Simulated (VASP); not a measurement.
# Au (Fm-3m) in VASP: notebook

Aim: see how the results for Au move with the level of theory and the settings. Levels: LDA, PBE, PBEsol. Tasks: single point.

Everything below comes from runs of VASP 6.6.1. Logs are shortened: lines on timing, memory, paths and dates and some standing lists are left out, and cuts for length are marked.

### 1 The cell of the first run

It takes space group Fm-3m (No. 225, cubic). The conventional cell has a = 4.194 Å, b = 4.194 Å, c = 4.194 Å, α = 90.00°, β = 90.00°, γ = 90.00°. Within 3.9 Å of Au (site symmetry m-3m) lie 12 Au at 2.97 Å.

### 2 Single point, LDA

Contents of INCAR:

```
SYSTEM = Au
PREC = Accurate ; ENCUT = 520
EDIFF = 1E-6 ; ISMEAR = -1
SIGMA = 0.06 ; LREAL = .FALSE.
LASPH = .TRUE. ; NELM = 100
ALGO = Normal ; ISIF = 2
LWAVE = .FALSE. ; LCHARG = .FALSE.
NBANDS = 12
```

Contents of KPOINTS:

```
regular mesh
0
G
  12 12 12
  0 0 0
```

Contents of POSCAR:

```
Au
1.0
    0.0000000000      2.0967585000      2.0967585000
    2.0967585000      0.0000000000      2.0967585000
    2.0967585000      2.0967585000      0.0000000000
Au
1
Direct
    0.0000000000      0.0000000000      0.0000000000
```

Potentials or basis: VASP PAW LDA potentials, release 64 (Au).

Launch:

```sh
$ cat potpaw_LDA.64/Au/POTCAR > POTCAR
$ mpirun -np 1 vasp_std > vasp.out
```

OUTCAR:

```text
SYSTEM = Au
   PREC = Accurate
   ENCUT = 520
   EDIFF = 1E-6
   ISMEAR = -1
   LREAL = .FALSE.
   LASPH = .TRUE.
   NELM = 100
   ISIF = 2

 ion  position               nearest neighbor table
   1  0.000  0.000  0.000-

  LATTYP: Found a face centered cubic cell.
 ALAT       =     4.1935170000

  Lattice vectors:

 A1 = (   0.0000000000,   2.0967585000,   2.0967585000)
 A2 = (   2.0967585000,   0.0000000000,   2.0967585000)
 A3 = (   2.0967585000,   2.0967585000,   0.0000000000)

Analysis of symmetry for initial positions (statically):
=====================================================================
 Subroutine PRICEL returns:
 Original cell was already a primitive cell.

 Routine SETGRP: Setting up the symmetry group for a
 face centered cubic supercell.

 Subroutine GETGRP returns: Found 48 space group operations
 (whereof 48 operations were pure point group operations)
 out of a pool of 48 trial point group operations.

The static configuration has the point symmetry O_h .

Analysis of symmetry for dynamics (positions and initial velocities):
=====================================================================
 Subroutine PRICEL returns:
 Original cell was already a primitive cell.

 Routine SETGRP: Setting up the symmetry group for a
 face centered cubic supercell.

 Subroutine GETGRP returns: Found 48 space group operations
 (whereof 48 operations were pure point group operations)
 out of a pool of 48 trial point group operations.

The dynamic configuration has the point symmetry O_h .

 Subroutine INISYM returns: Found 48 space group operations
 (whereof 48 operations are pure point group operations),
 and found     1 'primitive' translations

----------------------------------------------------------------------------------------

                                     Primitive cell

  volume of cell :      18.4364

  direct lattice vectors                    reciprocal lattice vectors
     0.000000000  2.096758500  2.096758500    -0.238463323  0.238463323  0.238463323
     2.096758500  0.000000000  2.096758500     0.238463323 -0.238463323  0.238463323
     2.096758500  2.096758500  0.000000000     0.238463323  0.238463323 -0.238463323

  length of vectors
     2.965264308  2.965264308  2.965264308     0.413030592  0.413030592  0.413030592

  position of ions in fractional coordinates (direct lattice)
     0.000000000  0.000000000  0.000000000

  ion indices of the primitive-cell ions
   primitive index   ion index
                 1           1

[... 73 lines left out ...]
   EDIFFG = 0.1E-04   stopping-criterion for IOM
   NSW    =      0    number of steps for IOM
   IBRION =     -1    ionic relax: 0-MD 1-quasi-New 2-CG
   NFREE  =      0    steps in history (QN), initial steepest desc. (CG)
   ISIF   =      2    stress and relaxation
   ISYM   =      2    0-nonsym 1-usesym 2-fastsym
   POTIM  = 0.5000    time-step for ionic-motion
   TEBEG  =    0.0;   TEEND  =   0.0 temperature during run
   PSTRESS=    0.0 pullay stress
   NELECT =      11.0000    total number of electrons
   NUPDOWN=      -1.0000    fix difference up-down
   EMIN   =  10.00;   EMAX   =-10.00  energy-range for DOS
   EFERMI =   0.00;   METHOD = LEGACY
   ISMEAR =    -1;   SIGMA  =   0.06  broadening in eV -4-tet -1-fermi 0-gaus
   EFERMI_NEDOS =   21; number of points for ismear=-14 and -15
   IALGO  =     38    algorithm
   IMIX   =      4    mixing-type and parameters
     AMIX     =   0.40;   BMIX     =  1.00
     AMIX_MAG =   1.60;   BMIX_MAG =  1.00
  volume/ion in A,a.u.               =      18.44       124.41
  Fermi-wavevector in a.u.,A,eV,Ry     =   1.378206  2.604431 25.843592  1.899450
  Thomas-Fermi vector in A             =   2.503288
   LORBIT       =      0    0 simple, 1 ext, 2 COOP (PROOUT), +10 PAW based schemes
   GGA     = CA    functional components
   LHFCALC =     F    Hartree Fock is set to
   AEXX    =    0.0000 exact exchange contribution
   IVDW    =     0    specifies the selected vdW correction
   LEPSILON=     F    determine dielectric tensor
   LRPA    =     F    only Hartree local field effects (RPA)
 non-spin polarized calculation
  energy-cutoff  :      520.00
  volume of cell :       18.44
 maximum number of plane-waves:       531
 NGX is ok and might be reduce to    24
   NGX = 11   NGY = 11   NGZ = 11

 number of electron      11.0000000 magnetization

 Free energy of the ion-electron system (eV)
  ---------------------------------------------------
  ext. energy  EPLUGINS =         0.00000000
  ---------------------------------------------------
  free energy    TOTEN  =        -4.34578364 eV

  energy without entropy =       -4.34080003  energy(sigma->0) =       -4.34329184

 E-fermi :   7.9374     XC(G=0): -12.5322

 val. band max:        7.8340993575   @ k =   0.5000   0.3333   0.1667
 cond. band min:       7.9913737787   @ k =   0.5000   0.0833   0.0000
 fundamental gap:      0.1572744212
 Fermi energy:         7.9373799683

 k-point     1 :       0.0000    0.0000    0.0000
  band No.  band energies     occupation
      1      -1.1030      2.00000
      2       3.7031      2.00000
      3       3.7031      2.00000
      4       3.7031      2.00000
      5       5.0432      2.00000
      6       5.0432      2.00000
      7      22.5775      0.00000
      8      26.0737      0.00000
      9      26.0737      0.00000
     10      26.0737      0.00000
     11      30.8651      0.00000
     12      34.6249      0.00000
[... 331 lines left out ...]
 k-point    24 :      -0.4167    0.1667    0.0000
  band No.  band energies     occupation
      1       1.9409      2.00000
      2       3.3722      2.00000
      3       4.1344      2.00000
      4       4.5718      2.00000
      5       5.9036      2.00000
      6       9.1933      0.00000
      7      11.1988      0.00000
      8      20.2764      0.00000
      9      23.3174      0.00000
     10      23.4875      0.00000
     11      31.7720      0.00000
     12      32.3425      0.00000

 [... further k-points ...]
[... 5 lines left out ...]
  --------------------------------------------------------------------------------------
  -------------------------------------------------------------------------------------
  Total       -1.6849141     -1.6849141     -1.6849141      0.0000000     -0.0000000      0.0000000
  in kB     -146.4242895   -146.4242895   -146.4242895      0.0000000     -0.0000000      0.0000000
  external PRESSURE =    -146.4242895 kB  Pullay stress =       0.0000000 kB

 VOLUME and BASIS-vectors are now :
 -----------------------------------------------------------------------------
  energy-cutoff  :      520.00
  volume of cell :       18.44
      direct lattice vectors                 reciprocal lattice vectors
     0.000000000  2.096758500  2.096758500    -0.238463323  0.238463323  0.238463323
     2.096758500  0.000000000  2.096758500     0.238463323 -0.238463323  0.238463323
     2.096758500  2.096758500  0.000000000     0.238463323  0.238463323 -0.238463323

 POSITION                                       TOTAL-FORCE (eV/Angst)
 -----------------------------------------------------------------------------------
      0.00000      0.00000      0.00000        -0.000000      0.000000     -0.000000
 -----------------------------------------------------------------------------------
    total drift:                               -0.000000      0.000000     -0.000000

  FREE ENERGIE OF THE ION-ELECTRON SYSTEM (eV)
  ---------------------------------------------------
  free  energy   TOTEN  =        -4.3457836371 eV

  energy  without entropy=       -4.3408000330  energy(sigma->0) =       -4.34329184
```

stdout:

```text
POSCAR found type information on POSCAR Au
 POSCAR found :  1 types and       1 ions
 scaLAPACK will be used
 LDA part: xc-table for (Slater(with rela. corr.)+CA(PZ))
 , standard interpolation
 POSCAR, INCAR and KPOINTS ok, starting setup
 FFT: planning ... GRIDC
 FFT: planning ... GRID_SOFT
 FFT: planning ... GRID
 WAVECAR not read
 entering main loop
```

It took 7.8 s on 1 thread of Intel Xeon Platinum 8559C (Emerald Rapids), shared host; peak memory 0.13 GiB.

What came out:

```yaml
Free_energy: -4.3458 eV
Pressure: -14.6 GPa
```

Levels at points of the mesh, in eV from the Fermi level:
| k point | band 3 | band 4 | band 5 | band 6 | band 7 | band 8 | band 9 | band 10 |
| --- | --- | --- | --- | --- | --- | --- | --- | --- |
| (0.00, 0.00, 0.00) | -4.23 | -4.23 | -2.89 | -2.89 | 14.64 | 18.14 | 18.14 | 18.14 |
| (0.50, 0.00, 0.00) | -4.26 | -1.84 | -1.84 | -0.58 | 2.71 | 14.08 | 16.49 | 16.49 |
| (0.50, 0.50, 0.00) | -1.88 | -1.57 | -1.57 | 1.25 | 5.20 | 9.76 | 9.76 | 16.48 |

Caveat: spin-orbit coupling is left out, which moves the levels of the heavy elements.

(Part 1 of 2 ends here.)
